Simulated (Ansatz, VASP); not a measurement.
# Two plane-wave programs on Nb

File INCAR:

```
PREC     = Accurate       # precision mode
ENCUT    = 500            # plane-wave cutoff, eV
EDIFF    = 1E-7           # SCF threshold, eV
ISMEAR   = 0              # smearing method
SIGMA    = 0.1            # smearing width, eV
LREAL    = F              # projectors in reciprocal space
LASPH    = T              # aspherical terms in the spheres
NELM     = 120            # most SCF steps
ALGO     = Normal         # electronic algorithm
ISIF     = 3              # what is computed and relaxed
LWAVE    = F              # write WAVECAR
LCHARG   = F              # write CHGCAR
GGA      = PS             # functional
IBRION   = 2              # ionic algorithm
NSW      = 90             # ionic steps
EDIFFG   = -0.04          # ionic threshold
GGA_COMPAT= F            
NELMIN   = 4
```

Contents of KPOINTS:

```
regular mesh
0
Gamma
  9 9 4
```

File POSCAR:

```
Nb
1.0
    2.8006529988      0.0000000000      0.0000000000
   -1.4003264994      2.4254366442      0.0000000000
    0.0000000000      0.0000000000      5.2583560698
Nb
2
Direct
    0.3333333333      0.6666666667      0.2500000000
    0.6666666667      0.3333333333      0.7500000000
```

Input for Ansatz:

```yaml
crystal:
  lattice:
    - [2.8006529988, 0.0, 0.0]
    - [-1.4003264994, 2.4254366442, 0.0]
    - [0.0, 0.0, 5.2583560698]
  atoms:
    - { symbol: Nb, position: [0.3333333333, 0.6666666667, 0.25] }
    - { symbol: Nb, position: [0.6666666667, 0.3333333333, 0.75] }
basis:
  ecutwfc: 420
kpoints:
  mp_grid: { grid: [9, 9, 4] }
hamiltonian:
  xc: pbesol
scf:
  occupations: { method: gaussian, width: 0.1 }
  lower_state_search: "off"
output:
  forces: true
  stress: true
  eigenvalues: true
relax:
  adjacent_minimum: "off"
  f_tol: 0.04
  max_steps: 70
  cell: { stress_tol: 0.4 }
```

Alike in both runs: task relaxation of cell and atoms; functional PBEsol; k mesh 9 × 9 × 4; occupations gaussian, width 0.1 eV; no spin polarisation.

|  | VASP | Ansatz |
| --- | --- | --- |
| version | VASP 6.6.1 | Ansatz 0.2.0 |
| potentials or method | VASP PAW PBE potentials, release 64 (Nb_sv), cutoff 500 eV | scalar-relativistic, plane waves, PAW |
| valence electrons in the cell | 26 | 26 |

```tsv
	VASP	Ansatz	Ansatz less VASP
gap on the k mesh at the Fermi level, each at its own relaxed structure (eV)	none	none	-
relaxed volume (Å³/atom)	17.99	18.04	+0.046
relaxed cell length with the largest relative difference (Å)	5.250	5.259	+0.0091
```

VASP's potentials were made for PBE, not for PBEsol. A gap of «none» marks a metal or a gap that the smearing closes.
